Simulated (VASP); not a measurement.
# CuRe2Sb3 (P-4m2) in VASP: single point with PBE

Aim: the single point of CuRe2Sb3 with PBE.

Everything below comes from runs of VASP 6.6.1. Logs are shortened: lines on timing, memory, paths and dates and some standing lists are left out, and cuts for length are marked.

### 1 The cell of the first run

It takes space group P-4m2 (No. 115, tetragonal). Conventional cell: a = 3.770 Å, b = 3.770 Å, c = 8.263 Å, α = 90.00°, β = 90.00°, γ = 90.00°. Sb (site symmetry -4m2) has 4 Cu at 2.67 Å and 4 Re at 2.90 Å within 3.5 Å. Within 3.8 Å of Sb (site symmetry 2mm) lie 5 Re at 2.83 to 2.91 Å and 10 Sb at 3.30 to 3.77 Å and 2 Cu at 3.68 Å. Within 3.5 Å of Cu (site symmetry -4m2) lie 4 Sb at 2.67 Å and 4 Re at 2.90 Å. Re (site symmetry 2mm) has 7 Sb at 2.83 to 2.91 Å and 2 Cu at 2.90 Å and 4 Re at 3.77 Å within 3.8 Å.

### 2 Single point, PBE

Contents of POSCAR:

```
CuRe2Sb3
1.0
    3.7703260000      0.0000000000      0.0000000000
    0.0000000000      3.7703260000      0.0000000000
    0.0000000000      0.0000000000      8.2631640000
Sb Cu Re
3 1 2
Direct
    0.5000000000      0.5000000000      0.0000000000
    0.0000000000      0.5000000000      0.3820000000
    0.5000000000      0.0000000000      0.6180000000
    0.0000000000      0.0000000000      0.0000000000
    0.0000000000      0.5000000000      0.7340000000
    0.5000000000      0.0000000000      0.2660000000
```

Contents of INCAR.step1:

```
SYSTEM = CuRe2Sb3
PREC = Accurate ; ENCUT = 520
EDIFF = 1E-6 ; ISMEAR = 0
SIGMA = 0.06 ; LREAL = .FALSE.
LASPH = .TRUE. ; NELM = 100
ALGO = Normal ; ISIF = 2
LWAVE = .FALSE. ; LCHARG = .TRUE.
LMAXMIX = 4 ; GGA = PE
NBANDS = 29
```

Contents of KPOINTS.step1:

```
Automatic mesh
0
G
  9 9 4
  0 0 0
```

Contents of INCAR.step2:

```
SYSTEM = CuRe2Sb3
PREC = Accurate ; ENCUT = 520
EDIFF = 1E-6 ; ISMEAR = -5
SIGMA = 0.06 ; LREAL = .FALSE.
LASPH = .TRUE. ; NELM = 100
ALGO = Normal ; ISIF = 2
LWAVE = .FALSE. ; LCHARG = .FALSE.
LMAXMIX = 4 ; GGA = PE
LORBIT = 10 ; NEDOS = 1001
ICHARG = 11
```

Contents of KPOINTS.step2:

```
Automatic mesh
0
G
  14 14 6
  0 0 0
```

Potentials or basis: VASP PAW PBE potentials, release 64 (Sb, Cu, Re).

Run with:

```bash
cat potpaw_PBE.64/Sb/POTCAR potpaw_PBE.64/Cu/POTCAR potpaw_PBE.64/Re/POTCAR > POTCAR
cp INCAR.step1 INCAR
cp KPOINTS.step1 KPOINTS
mpirun -np 1 vasp_std > vasp.out
cp INCAR.step2 INCAR
cp KPOINTS.step2 KPOINTS
mpirun -np 1 vasp_std > vasp.out
```

OUTCAR:

```text
SYSTEM = CuRe2Sb3
   PREC = Accurate
   ENCUT = 520
   EDIFF = 1E-6
   ISMEAR = -5
   LREAL = .FALSE.
   LASPH = .TRUE.
   NELM = 100
   ISIF = 2
   GGA = PE
   LORBIT = 10
   ICHARG = 11

 ion  position               nearest neighbor table
   1  0.500  0.500  0.000-   4 2.67   4 2.67   4 2.67   4 2.67   6 2.90   6 2.90   5 2.90   5 2.90
                             2 3.68   3 3.68   3 3.68   2 3.68
   2  0.000  0.500  0.382-   6 2.83   6 2.83   6 2.83   6 2.83   5 2.91   3 3.30   3 3.30   3 3.30
                             3 3.30   1 3.68   1 3.68
   3  0.500  0.000  0.618-   5 2.83   5 2.83   5 2.83   5 2.83   6 2.91   2 3.30   2 3.30   2 3.30
                             2 3.30   1 3.68   1 3.68
   4  0.000  0.000  0.000-   1 2.67   1 2.67   1 2.67   1 2.67   5 2.90   6 2.90   6 2.90   5 2.90

   5  0.000  0.500  0.734-   3 2.83   3 2.83   3 2.83   3 2.83   4 2.90   1 2.90   4 2.90   1 2.90
                             2 2.91
   6  0.500  0.000  0.266-   2 2.83   2 2.83   2 2.83   2 2.83   1 2.90   4 2.90   4 2.90   1 2.90
                             3 2.91

  LATTYP: Found a simple tetragonal cell.
 ALAT       =     3.7703260000
 C/A-ratio  =     2.1916311746

  Lattice vectors:

 A1 = (   3.7703260000,   0.0000000000,   0.0000000000)
 A2 = (   0.0000000000,   3.7703260000,   0.0000000000)
 A3 = (   0.0000000000,   0.0000000000,   8.2631640000)

Analysis of symmetry for initial positions (statically):
=====================================================================
 Subroutine PRICEL returns:
 Original cell was already a primitive cell.

 Routine SETGRP: Setting up the symmetry group for a
 simple tetragonal supercell.

 Subroutine GETGRP returns: Found  8 space group operations
 (whereof  8 operations were pure point group operations)
 out of a pool of 16 trial point group operations.

The static configuration has the point symmetry D_2d.

Analysis of symmetry for dynamics (positions and initial velocities):
=====================================================================
 Subroutine PRICEL returns:
 Original cell was already a primitive cell.

 Routine SETGRP: Setting up the symmetry group for a
 simple tetragonal supercell.

 Subroutine GETGRP returns: Found  8 space group operations
 (whereof  8 operations were pure point group operations)
 out of a pool of 16 trial point group operations.

The dynamic configuration has the point symmetry D_2d.

 Subroutine INISYM returns: Found  8 space group operations
 (whereof  8 operations are pure point group operations),
 and found     1 'primitive' translations

----------------------------------------------------------------------------------------

                                     Primitive cell

  volume of cell :     117.4638

  direct lattice vectors                    reciprocal lattice vectors
     3.770326000  0.000000000  0.000000000     0.265229054  0.000000000  0.000000000
     0.000000000  3.770326000  0.000000000     0.000000000  0.265229054  0.000000000
     0.000000000  0.000000000  8.263164000     0.000000000  0.000000000  0.121019019

  length of vectors
     3.770326000  3.770326000  8.263164000     0.265229054  0.265229054  0.121019019

  position of ions in fractional coordinates (direct lattice)
     0.500000000  0.500000000  0.000000000
     0.000000000  0.500000000  0.382000000
     0.500000000  0.000000000  0.618000000
     0.000000000  0.000000000  0.000000000
     0.000000000  0.500000000  0.734000000
     0.500000000  0.000000000  0.266000000

  ion indices of the primitive-cell ions
   primitive index   ion index
                 1           1
                 2           2
                 3           3
                 4           4
                 5           5
                 6           6

----------------------------------------------------------------------------------------

 KPOINTS: Automatic mesh

Automatic generation of k-mesh.
 Grid dimensions read from file:
 generate k-points for:   14   14    6

 Generating k-lattice:

  Cartesian coordinates                     Fractional coordinates (reciprocal lattice)
     0.018944932  0.000000000  0.000000000     0.071428571  0.000000000  0.000000000
     0.000000000  0.018944932  0.000000000     0.000000000  0.071428571  0.000000000
     0.000000000  0.000000000  0.020169836     0.000000000  0.000000000  0.166666667

  Length of vectors
     0.018944932  0.018944932  0.020169836

  Shift w.r.t. Gamma in fractional coordinates (k-lattice)
     0.000000000  0.000000000  0.000000000

 TETIRR: Found   1764 inequivalent tetrahedra from     7056

 Subroutine IBZKPT returns following result:
 ===========================================

 Found    144 irreducible k-points:

 Following reciprocal coordinates:
            Coordinates               Weight
  0.000000  0.000000  0.000000      1.000000
  0.071429  0.000000  0.000000      4.000000
  0.142857  0.000000  0.000000      4.000000
  0.214286  0.000000  0.000000      4.000000
  0.285714  0.000000  0.000000      4.000000
  0.357143  0.000000  0.000000      4.000000
[... 16 lines left out ...]
  0.285714  0.214286  0.000000      8.000000
  0.357143  0.214286  0.000000      8.000000
 [... further k-points ...]
   k-points           NKPTS =    144   k-points in BZ     NKDIM =    144   number of bands    NBANDS=     24
   number of dos      NEDOS =   1001   number of ions     NIONS =      6
   total plane-waves  NPLWV =  50176
   dimension x,y,z NGX =    28 NGY =   28 NGZ =   64
   dimension x,y,z NGXF=    56 NGYF=   56 NGZF=  128
   ions per type =               3   1   2
   NGX,Y,Z   is equivalent  to a cutoff of  12.35, 12.35, 12.88 a.u.
   NGXF,Y,Z  is equivalent  to a cutoff of  24.69, 24.69, 25.75 a.u.
 SYSTEM =  CuRe2Sb3
   PREC   = accura    normal or accurate (medium, high low for compatibility)
   ISTART =      0    job   : 0-new  1-cont  2-samecut
   ICHARG =     11    charge: 1-file 2-atom 10-const
   ISPIN  =      1    spin polarized calculation?
   LNONCOLLINEAR =      F non collinear calculations
   LSORBIT =      F    spin-orbit coupling
   LASPH  =      T    aspherical Exc in radial PAW
   ENCUT  =  520.0 eV  38.22 Ry    6.18 a.u.   7.01  7.01 15.36*2*pi/ulx,y,z
   NELM   =    100;   NELMIN=  2; NELMDL=  0     # of ELM steps
   EDIFF  = 0.1E-05   stopping-criterion for ELM
   LREAL  =      F    real-space projection
   EDIFFG = 0.1E-04   stopping-criterion for IOM
   NSW    =      0    number of steps for IOM
   IBRION =     -1    ionic relax: 0-MD 1-quasi-New 2-CG
   NFREE  =      0    steps in history (QN), initial steepest desc. (CG)
   ISIF   =      2    stress and relaxation
   ISYM   =      2    0-nonsym 1-usesym 2-fastsym
   POTIM  = 0.5000    time-step for ionic-motion
   TEBEG  =    0.0;   TEEND  =   0.0 temperature during run
   PSTRESS=    0.0 pullay stress
   NELECT =      40.0000    total number of electrons
   NUPDOWN=      -1.0000    fix difference up-down
   EMIN   =  10.00;   EMAX   =-10.00  energy-range for DOS
   EFERMI =   0.00;   METHOD = LEGACY
   ISMEAR =    -5;   SIGMA  =   0.06  broadening in eV -4-tet -1-fermi 0-gaus
   EFERMI_NEDOS =   21; number of points for ismear=-14 and -15
   IALGO  =     38    algorithm
   IMIX   =      4    mixing-type and parameters
     AMIX     =   0.40;   BMIX     =  1.00
     AMIX_MAG =   1.60;   BMIX_MAG =  1.00
  volume/ion in A,a.u.               =      19.58       132.11
  Fermi-wavevector in a.u.,A,eV,Ry     =   1.143212  2.160357 17.781912  1.306934
  Thomas-Fermi vector in A             =   2.279908
   LORBIT       =     10    0 simple, 1 ext, 2 COOP (PROOUT), +10 PAW based schemes
   GGA     = PE    functional components
   LHFCALC =     F    Hartree Fock is set to
   AEXX    =    0.0000 exact exchange contribution
   IVDW    =     0    specifies the selected vdW correction
   LEPSILON=     F    determine dielectric tensor
   LRPA    =     F    only Hartree local field effects (RPA)
 non-spin polarized calculation
 Fermi weights with tetrahedron method with Bloechl corrections
  energy-cutoff  :      520.00
  volume of cell :      117.46
 maximum number of plane-waves:      3192

 number of electron      39.9999995 magnetization

 Free energy of the ion-electron system (eV)
  ---------------------------------------------------
  ext. energy  EPLUGINS =         0.00000000
  ---------------------------------------------------
  free energy    TOTEN  =       -38.60698316 eV

  energy without entropy =      -38.60698316  energy(sigma->0) =      -38.60698316

 E-fermi :   8.9048     XC(G=0): -11.5531

 val. band max:        8.9460461929   @ k =   0.0714   0.0714   0.5000
 cond. band min:       8.8721340270   @ k =   0.1429   0.1429   0.0000
 fundamental gap:     -0.0739121659
 Fermi energy:         8.9047628745

 k-point     1 :       0.0000    0.0000    0.0000
  band No.  band energies     occupation
      1      -4.0415      2.00000
      2      -2.2697      2.00000
      3      -1.2823      2.00000
      4       3.8484      2.00000
      5       4.4239      2.00000
      6       5.2917      2.00000
[... 16 lines left out ...]
     23      10.6727      0.00000
     24      10.7226      0.00000

 k-point     2 :       0.0714    0.0000    0.0000
  band No.  band energies     occupation
      1      -3.9856      2.00000
      2      -2.2297      2.00000
      3      -1.2334      2.00000
      4       3.8947      2.00000
      5       4.2596      2.00000
      6       5.1580      2.00000
[... 16 lines left out ...]
     23      10.2697      0.00000
     24      10.7410      0.00000
[... 565 lines left out ...]
     23      10.3424      0.00000
     24      10.6797      0.00000

 k-point    24 :       0.3571    0.2143    0.0000
  band No.  band energies     occupation
      1      -2.3136      2.00000
      2      -1.1679      2.00000
      3      -0.5162      2.00000
      4       2.5992      2.00000
      5       3.1878      2.00000
      6       3.8391      2.00000
[... 16 lines left out ...]
     23      10.3823      0.00000
     24      10.8301      0.00000

 [... further k-points ...]

------------------------ aborting loop because EDIFF is reached ----------------------------------------

  FORCE on cell =-STRESS in cart. coord.  units (eV):
  Direction    XX          YY          ZZ          XY          YZ          ZX
  --------------------------------------------------------------------------------------
  -------------------------------------------------------------------------------------
  Total       -4.6586840     -4.6586840     -8.3671036      0.0000000      0.0000000      0.0000000
  in kB      -63.5432837    -63.5432837   -114.1251993      0.0000000      0.0000000      0.0000000
  external PRESSURE =     -80.4039223 kB  Pullay stress =       0.0000000 kB

 VOLUME and BASIS-vectors are now :
 -----------------------------------------------------------------------------
  energy-cutoff  :      520.00
  volume of cell :      117.46
      direct lattice vectors                 reciprocal lattice vectors
     3.770326000  0.000000000  0.000000000     0.265229054  0.000000000  0.000000000
     0.000000000  3.770326000  0.000000000     0.000000000  0.265229054  0.000000000
     0.000000000  0.000000000  8.263164000     0.000000000  0.000000000  0.121019019

 POSITION                                       TOTAL-FORCE (eV/Angst)
 -----------------------------------------------------------------------------------
      1.88516      1.88516      0.00000         0.000000     -0.000000      0.000000
      0.00000      1.88516      3.15653         0.000000      0.000000      0.093939
      1.88516      0.00000      5.10664         0.000000      0.000000     -0.093939
      0.00000      0.00000      0.00000        -0.000000      0.000000      0.000000
      0.00000      1.88516      6.06516         0.000000      0.000000      0.462079
      1.88516      0.00000      2.19800         0.000000      0.000000     -0.462079
 -----------------------------------------------------------------------------------
    total drift:                               -0.000000     -0.000000     -0.000000

  FREE ENERGIE OF THE ION-ELECTRON SYSTEM (eV)
  ---------------------------------------------------
  free  energy   TOTEN  =       -38.6069831562 eV

  energy  without entropy=      -38.6069831562  energy(sigma->0) =      -38.60698316

 total charge

# of ion       s       p       d       tot
------------------------------------------
    1        1.101   1.240   0.081   2.422
    2        1.110   1.213   0.079   2.401
    3        1.110   1.213   0.079   2.401
    4        0.415   0.371   9.192   9.979
    5        0.454   0.372   4.858   5.684
    6        0.454   0.372   4.858   5.684
--------------------------------------------------
tot          4.643   4.782  19.146  28.570
```

Wall time 10 min (1 thread of Intel Xeon Platinum 8488C (Sapphire Rapids), shared host); peak memory 0.55 GiB.

What came out:

```
Valence electrons inside the program's atomic spheres : Sb 2.42, 2.40 (each value once); Cu 9.98; Re 5.68
```

Caveat: spin-orbit coupling is left out, which moves the levels of the heavy elements; tetrahedron occupations give inexact forces and stress in metals.
